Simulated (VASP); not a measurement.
# Pb in VASP: single point with r2SCAN+rVV10

Aim: the single point of Pb with r2SCAN+rVV10.

All numbers are computed with VASP 6.6.1; they aren't measurements. Logs are shortened: lines on timing, memory, paths and dates and some standing lists are left out, and cuts for length are marked.

### Step 1. The cell of the first run

The cell holds a slab with vacuum, 5 atoms: a = 3.560 Å, b = 3.560 Å, c = 29.747 Å, α = 90.00°, β = 90.00°, γ = 120.00°.

### Step 2. Single point, r2SCAN+rVV10

File POSCAR:

```
Pb
1.0
    3.5595565751      0.0000000000      0.0000000000
   -1.7797782876      3.0826664202      0.0000000000
    0.0000000000      0.0000000000     29.7467072173
Pb
5
Direct
    0.0000000000      0.0000000000      0.2353201633
    0.6666666667      0.3333333333      0.3234820941
    0.3333333333      0.6666666667      0.4212139775
    0.0000000000      1.0000000000      0.5139822356
    0.6666666667      0.3333333333      0.6053813667
```

File INCAR.step1:

```
SYSTEM = Pb
ALGO = Normal
DIPOL = 0.5 0.5 0.420
EDIFF = 1E-5
ENCUT = 440
GGA = PE
GGA_COMPAT = .False.
IDIPOL = 3
ISMEAR = 1
LASPH = .True.
LCHARG = .False.
LDIPOL = .True.
LREAL = .False.
LWAVE = .True.
NBANDS = 43
NELM = 120
NELMDL = -8
PREC = Accurate
SIGMA = 0.1
```

File INCAR.step2:

```
SYSTEM = Pb
ALGO = Normal
BPARAM = 11.95
CPARAM = 0.0093
DIPOL = 0.5 0.5 0.420
EDIFF = 1E-6
ENCUT = 440
GGA_COMPAT = .False.
IDIPOL = 3
ISIF = 2
ISMEAR = 1
ISTART = 1
IVDW_NL = 2
LASPH = .True.
LCHARG = .False.
LDIPOL = .True.
LMIXTAU = .True.
LREAL = .False.
LUSE_VDW = .True.
LWAVE = .False.
METAGGA = R2SCAN
NBANDS = 43
NELM = 120
PREC = Accurate
SIGMA = 0.1
```

File KPOINTS:

```
k-points
0
Gamma
  12 12 1
  0 0 0
```

Potentials or basis: VASP PAW PBE potentials, release 64 (Pb_d).

Started as:

```bash
$ cat potpaw_PBE.64/Pb_d/POTCAR > POTCAR
$ cp INCAR.step1 INCAR
$ mpirun -np 1 vasp_std > vasp.out
$ cp INCAR.step2 INCAR
$ mpirun -np 1 vasp_std > vasp.out
```

OUTCAR:

```text
SYSTEM = Pb
   BPARAM = 11.95
   EDIFF = 1E-6
   ENCUT = 440
   ISIF = 2
   ISMEAR = 1
   ISTART = 1
   IVDW_NL = 2
   LASPH = .True.
   LREAL = .False.
   METAGGA = R2SCAN
   NELM = 120
   PREC = Accurate

 ion  position               nearest neighbor table
   1  0.000  0.000  0.235-   2 3.33   2 3.33   2 3.33
   2  0.667  0.333  0.323-   1 3.33   1 3.33   1 3.33   3 3.56   3 3.56   3 3.56
   3  0.333  0.667  0.421-   4 3.44   4 3.44   4 3.44   2 3.56   2 3.56   2 3.56
   4  0.000  0.000  0.514-   5 3.41   5 3.41   5 3.41   3 3.44   3 3.44   3 3.44
   5  0.667  0.333  0.605-   4 3.41   4 3.41   4 3.41

  LATTYP: Found a hexagonal cell.
 ALAT       =     3.5595565751
 C/A-ratio  =     8.3568575438

  Lattice vectors:

 A1 = (   3.5595565751,   0.0000000000,   0.0000000000)
 A2 = (  -1.7797782876,   3.0826664202,   0.0000000000)
 A3 = (   0.0000000000,   0.0000000000,  29.7467072173)

Analysis of symmetry for initial positions (statically):
=====================================================================
 Subroutine PRICEL returns:
 Original cell was already a primitive cell.

 Routine SETGRP: Setting up the symmetry group for a
 hexagonal supercell.

 Subroutine GETGRP returns: Found  6 space group operations
 (whereof  6 operations were pure point group operations)
 out of a pool of 24 trial point group operations.

The static configuration has the point symmetry C_3v.

Analysis of symmetry for dynamics (positions and initial velocities):
=====================================================================
 Subroutine PRICEL returns:
 Original cell was already a primitive cell.

 Routine SETGRP: Setting up the symmetry group for a
 hexagonal supercell.

 Subroutine GETGRP returns: Found  6 space group operations
 (whereof  6 operations were pure point group operations)
 out of a pool of 24 trial point group operations.

The dynamic configuration has the point symmetry C_3v.

 Subroutine INISYM returns: Found  6 space group operations
 (whereof  6 operations are pure point group operations),
 and found     1 'primitive' translations

----------------------------------------------------------------------------------------

                                     Primitive cell

  volume of cell :     326.4084

  direct lattice vectors                    reciprocal lattice vectors
     3.559556575  0.000000000  0.000000000     0.280933869  0.162197245  0.000000000
[... 94 lines left out ...]
   POTIM  = 0.5000    time-step for ionic-motion
   TEBEG  =    0.0;   TEEND  =   0.0 temperature during run
   PSTRESS=    0.0 pullay stress
   NELECT =      70.0000    total number of electrons
   NUPDOWN=      -1.0000    fix difference up-down
   EMIN   =  10.00;   EMAX   =-10.00  energy-range for DOS
   EFERMI =   0.00;   METHOD = LEGACY
   ISMEAR =     1;   SIGMA  =   0.10  broadening in eV -4-tet -1-fermi 0-gaus
   EFERMI_NEDOS =   21; number of points for ismear=-14 and -15
   IALGO  =     38    algorithm
   IMIX   =      4    mixing-type and parameters
     AMIX     =   0.40;   BMIX     =  1.00
     AMIX_MAG =   1.60;   BMIX_MAG =  1.00
  volume/ion in A,a.u.               =      65.28       440.54
  Fermi-wavevector in a.u.,A,eV,Ry     =   0.979912  1.851765 13.064688  0.960227
  Thomas-Fermi vector in A             =   2.110802
   LORBIT       =      0    0 simple, 1 ext, 2 COOP (PROOUT), +10 PAW based schemes
   METAGGA = R2SCAN    functional components
   LHFCALC =     F    Hartree Fock is set to
   AEXX    =    0.0000 exact exchange contribution
   IVDW_NL    =     2    kernel type
   BPARAM     =11.9500
   IVDW    =     0    specifies the selected vdW correction
   LEPSILON=     F    determine dielectric tensor
   LRPA    =     F    only Hartree local field effects (RPA)
 non-spin polarized calculation
 Methfessel and Paxton  Order N= 1 SIGMA  =   0.10
  energy-cutoff  :      440.00
  volume of cell :      326.41
 maximum number of plane-waves:      6898
   NGX = 13   NGY = 13   NGZ =101

 dipolmoment           0.000000      0.000000      0.004285 electrons x Angstroem

 number of electron      70.0000015 magnetization

 dipolmoment           0.000000      0.000000     -0.003997 electrons x Angstroem

 Free energy of the ion-electron system (eV)
  ---------------------------------------------------
  ext. energy  EPLUGINS =         0.00000000
  ---------------------------------------------------
  free energy    TOTEN  =      -278.93526917 eV

  energy without entropy =     -278.93489645  energy(sigma->0) =     -278.93514493

 E-fermi :   1.4511     XC(G=0):  -5.5374

 val. band max:        1.3593423412   @ k =   0.2500   0.0000   0.0000
 cond. band min:       1.4593163075   @ k =   0.2500   0.0833   0.0000
 fundamental gap:      0.0999739663
 Fermi energy:         1.4511422206

 k-point     1 :       0.0000    0.0000    0.0000
  band No.  band energies     occupation
      1     -16.4227      2.00000
      2     -16.3770      2.00000
      3     -16.3770      2.00000
      4     -16.3452      2.00000
      5     -16.3376      2.00000
      6     -16.3262      2.00000
[... 863 lines left out ...]
     42       3.8569      0.00000
     43       4.3806      0.00000

------------------------ aborting loop because EDIFF is reached ----------------------------------------

 vacuum level on the upper side and lower side of the slab       (xc-potential included)         0.017         0.073

  FORCE on cell =-STRESS in cart. coord.  units (eV):
  Direction    XX          YY          ZZ          XY          YZ          ZX
  --------------------------------------------------------------------------------------
  -------------------------------------------------------------------------------------
  Total       -0.8292854     -0.8292854     -0.4325356      0.0000000      0.0000000     -0.0000000
  in kB       -4.0705519     -4.0705519     -2.1231034      0.0000000      0.0000000     -0.0000000
  external PRESSURE =      -3.4214024 kB  Pullay stress =       0.0000000 kB

 VOLUME and BASIS-vectors are now :
 -----------------------------------------------------------------------------
  energy-cutoff  :      440.00
  volume of cell :      326.41
      direct lattice vectors                 reciprocal lattice vectors
     3.559556575  0.000000000  0.000000000     0.280933869  0.162197245  0.000000000
    -1.779778288  3.082666420  0.000000000     0.000000000  0.324394490  0.000000000
     0.000000000  0.000000000 29.746707217     0.000000000  0.000000000  0.033617166

 POSITION                                       TOTAL-FORCE (eV/Angst)
 -----------------------------------------------------------------------------------
      0.00000      0.00000      7.00000         0.000000     -0.000000      0.001843
      1.77978      1.02756      9.62253         0.000000     -0.000000      0.037835
     -0.00000      2.05511     12.52973        -0.000000      0.000000     -0.108789
      0.00000      0.00000     15.28928         0.000000     -0.000000      0.257198
      1.77978      1.02756     18.00810        -0.000000     -0.000000     -0.188086
 -----------------------------------------------------------------------------------
    total drift:                               -0.000000     -0.000000      0.002905

  FREE ENERGIE OF THE ION-ELECTRON SYSTEM (eV)
  ---------------------------------------------------
  free  energy   TOTEN  =      -278.9352691714 eV

  energy  without entropy=     -278.9348964450  energy(sigma->0) =     -278.93514493

 vacuum level on the upper side and lower side of the slab         5.092         5.157
```

OSZICAR.step1:

```text
N       E                     dE             d eps       ncg     rms          rms(c)
DAV:   1     0.782655352391E+03    0.78266E+03   -0.30619E+04  1730   0.140E+03
DAV:   2     0.590290710464E+02   -0.72363E+03   -0.71461E+03  1721   0.429E+02
DAV:   3    -0.138924278224E+02   -0.72921E+02   -0.71905E+02  1939   0.186E+02
[... 16 lines left out ...]
DAV:  20    -0.173941267630E+02   -0.11397E-04   -0.56664E-06  1182   0.561E-02    0.445E-03
DAV:  21    -0.173942408876E+02   -0.11412E-03   -0.72363E-06  1121   0.267E-02    0.226E-03
DAV:  22    -0.173942824755E+02   -0.41588E-04   -0.36142E-06  1160   0.258E-02    0.135E-03
DAV:  23    -0.173942975693E+02   -0.15094E-04   -0.14742E-06  1110   0.153E-02    0.701E-04
DAV:  24    -0.173943029678E+02   -0.53985E-05   -0.12161E-06  1142   0.857E-03
   1 F= -.17394303E+02 E0= -.17394622E+02  d E =0.958530E-03
```

Run time: 76 min. Hardware: 1 thread of Intel Xeon 8259CL, shared host; peak memory 0.89 GiB.

What came out:

```
Free energy            : -278.9353 eV
Largest force          : 0.257 eV/Å
Band gap on the k mesh : zero (bands 35 and 36 overlap by 5.30 eV)
```

Forces on the atoms (eV/Å):
```
Pb   0.000  0.000  0.002
Pb   0.000  0.000  0.038
Pb   0.000  0.000 -0.109
Pb   0.000  0.000  0.257
Pb   0.000  0.000 -0.188
```

Caveat: the PAW data sets were made with another functional, which shifts forces and pressure a little; spin-orbit coupling is left out, which moves the levels of the heavy elements.
